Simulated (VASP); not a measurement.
SnO: vibrations by perturbation theory with LDA

SnO:

```
Sn O
1.0
     3.81370    0.00000    0.00000
     0.00000    3.81370    0.00000
     0.00000    0.00000    4.88691
Sn O
2 2
Direct
  0.50000 0.00000 0.76463
  0.00000 0.50000 0.23537
  0.00000 0.00000 0.00000
  0.50000 0.50000 0.00000
```

```yaml
Program: VASP 6.6.1
Task: vibrations by perturbation theory
Functional: LDA
Potentials_or_basis: VASP PAW LDA potentials, release 64 (Sn_d, O)
Cutoff: 520 eV
k_mesh: 6 × 6 × 5
Occupations: gaussian, width 0.01 eV
Spin: no spin polarisation
Dipole_correction: no
Further_INCAR_settings: ALGO = Normal; EDIFF = 1e-08; NBANDS = 28; IBRION = 8; NSW = 1
```

```yaml
Electronic_dielectric_tensor_diagonal: 8.09, 8.09, 7.08
Born_charges_mean_of_the_diagonal: Sn +3.01; O -3.01 e
Highest_phonon_frequency_at_Γ_LO-TO_splitting_left_out: 447 cm⁻¹
```

Phonon frequencies in cm⁻¹ (negative: imaginary):
```tsv
q point	frequencies
(0.000, 0.000, 0.000)	0 0 0 111 111 207 256 256 344 374 447 447
```

Electronic dielectric tensor:
```
8.09 0.00 0.00
0.00 8.09 0.00
0.00 0.00 7.08
```

Born effective charge tensors (e):
atom 1, Sn
```
3.08 0.00 0.00
0.00 3.08 0.00
0.00 0.00 2.88
```
atom 2, Sn
```
3.08 0.00 0.00
0.00 3.08 0.00
0.00 0.00 2.88
```
atom 3, O
```
-3.08  0.00  0.00
 0.00 -3.08  0.00
 0.00  0.00 -2.88
```
atom 4, O
```
-3.08  0.00  0.00
 0.00 -3.08  0.00
 0.00  0.00 -2.88
```

Wall time 23 min on 1 thread of Intel Xeon 8259CL, with other jobs on the host, peak memory 0.53 GiB.

Caveat: the cell stands under pressure or tension, which shifts response properties.
